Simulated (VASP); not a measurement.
Write the native input for VASP 6.6.1 that does the following.

| Item | Value |
| --- | --- |
| Task | single point |
| Functional | HSE06 |
| Potentials or basis | VASP PAW PBE potentials, release 64 (Na_pv) |
| Cutoff | 520 eV |
| k mesh | 4 × 4 × 4 |
| Occupations | fermi-dirac, width 0.1 eV |
| Spin | no spin polarisation |
| Dipole correction | no |
| Grid for exact exchange (PRECFOCK) | Normal |
| Further INCAR settings | ALGO = Normal; EDIFF = 1e-07; NBANDS = 14 |
| Share of exact exchange | 0.25 |
| Screening parameter | 0.2079 1/Å |

The system is Na.

```
Na
1.0
     0.00000    3.78516    3.78516
     3.78516    0.00000    3.78516
     3.78516    3.78516    0.00000
Na
2
Direct
  0.12500 0.12500 0.12500
  0.87500 0.87500 0.87500
```

This isn't the form of Na at room conditions, which is bcc.

These files were run (other wordings do the same):

POSCAR

```
Na
1.0
    0.0000000000      3.7851578444      3.7851578444
    3.7851578444      0.0000000000      3.7851578444
    3.7851578444      3.7851578444      0.0000000000
Na
2
Direct
    0.1250000000      0.1250000000      0.1250000000
    0.8750000000      0.8750000000      0.8750000000
```

INCAR.step1

```
PREC     = Accurate       # precision mode
ENCUT    = 520            # plane-wave cutoff, eV
EDIFF    = 1E-5           # SCF threshold, eV
ISMEAR   = -1             # smearing method
SIGMA    = 0.1            # smearing width, eV
LREAL    = False          # projectors in reciprocal space
LASPH    = True           # aspherical terms in the spheres
NELM     = 60             # most SCF steps
ALGO     = Normal         # electronic algorithm
ISIF     = 2              # what is computed and relaxed
LWAVE    = True           # write WAVECAR
LCHARG   = False          # write CHGCAR
GGA      = PE             # functional
NBANDS   = 14             # bands
```

INCAR.step2

```
PREC     = Accurate       # precision mode
ENCUT    = 520            # plane-wave cutoff, eV
EDIFF    = 1E-7           # SCF threshold, eV
ISMEAR   = -1             # smearing method
SIGMA    = 0.1            # smearing width, eV
LREAL    = False          # projectors in reciprocal space
LASPH    = True           # aspherical terms in the spheres
NELM     = 60             # most SCF steps
ALGO     = Normal         # electronic algorithm
ISIF     = 2              # what is computed and relaxed
LWAVE    = False          # write WAVECAR
LCHARG   = False          # write CHGCAR
GGA      = PE             # functional
LHFCALC  = True           # exact exchange
HFSCREEN = 0.2079         # screening, 1/A
PRECFOCK = Normal       
ISTART   = 1            
NBANDS   = 14             # bands
```

KPOINTS

```
Automatic mesh
0
Gamma
  4 4 4
```

Potentials or basis: VASP PAW PBE potentials, release 64 (Na_pv).

Run with:

```sh
$ cat potpaw_PBE.64/Na_pv/POTCAR > POTCAR
$ cp INCAR.step1 INCAR
$ mpirun -np 1 vasp_std > vasp.out
$ cp INCAR.step2 INCAR
$ mpirun -np 1 vasp_std > vasp.out
```

Results of the run:

```json
{
  "Pressure": "-0.1 GPa",
  "Band gap on the k mesh": "zero (bands 7 and 8 overlap by 0.87 eV)"
}
```

Caveat: the PAW data sets were made with another functional, which shifts forces and pressure a little.

Run time: 11 min on 1 thread of Intel(R) Xeon(R) Platinum 8488C (Sapphire Rapids), on a shared host, peak memory 0.33 GiB.
